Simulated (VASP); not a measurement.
**InSe: single point with RPBE**

**The experiment to reproduce.**

From “The Interaction of Hydrogen with the van der Waals Crystal γ-InSe”, 2020, pmc:7321205, for a bulk crystal of InSe at 300 K: band gap 1.25 eV.

Crystal: InSe.

```
In Se
1.0
     2.07529    1.19817   10.48308
    -2.07529    1.19817   10.48308
     0.00000   -2.39634   10.48308
In Se
2 2
Direct
  0.89882 0.89882 0.89882
  0.98984 0.98984 0.98984
  0.19198 0.19198 0.19198
  0.36336 0.36336 0.36336
```

```
Program             : VASP 6.6.1
Task                : single point
Functional          : RPBE
Potentials or basis : VASP PAW PBE potentials, release 64 (In_d, Se)
Cutoff              : 520 eV
k mesh              : 8 × 8 × 8
Occupations         : fermi-dirac, width 0.05 eV
Spin                : no spin polarisation
```

```yaml
Pressure: 0.0 GPa
Largest_force: 0.021 eV/Å
Band_gap_on_the_k_mesh: 1.05 eV (least direct gap 1.07 eV)
```

Forces on the atoms (eV/Å):
```
In   0.000  0.000  0.018
In   0.000  0.000 -0.019
Se   0.000  0.000 -0.020
Se   0.000  0.000  0.021
```

Levels at points of the mesh, in eV from the valence-band top:
| k point | band 15 | band 16 | band 17 | band 18 | band 19 | band 20 | band 21 | band 22 | band 23 | band 24 |
| --- | --- | --- | --- | --- | --- | --- | --- | --- | --- | --- |
| (0.00, 0.00, 0.00) | -0.80 | -0.80 | -0.73 | -0.73 | -0.27 | 1.30 | 2.41 | 4.64 | 4.64 | 5.81 |
| (0.50, 0.00, 0.00) | -2.47 | -1.72 | -1.58 | -1.57 | -0.98 | 1.99 | 2.18 | 4.14 | 4.35 | 4.98 |
| (0.50, 0.50, 0.00) | -2.45 | -1.72 | -1.62 | -1.56 | -0.96 | 1.95 | 2.23 | 4.06 | 4.35 | 4.95 |
| (0.50, 0.50, 0.50) | -0.80 | -0.80 | -0.73 | -0.73 | -0.03 | 1.05 | 2.44 | 4.63 | 4.63 | 5.73 |

Wall time 41 min on 1 thread of Intel Xeon 8259CL, with other jobs on the host, peak memory 1 GiB.

Measured gap of InSe: 1.25 eV (300 K; “The Interaction of Hydrogen with the van der Waals Crystal γ-InSe”, 2020, pmc:7321205). This calculation gives 1.05 eV (-0.20 eV). Spin-orbit coupling on In, Se is left out. The value is that of RPBE on a finite k mesh, which can miss the band edges, without temperature or zero-point motion. Semilocal functionals fall short of measured gaps as a rule.

Caveat: the PAW data sets were made with another functional, which shifts forces and pressure a little; spin-orbit coupling is left out, which moves the levels of the heavy elements.
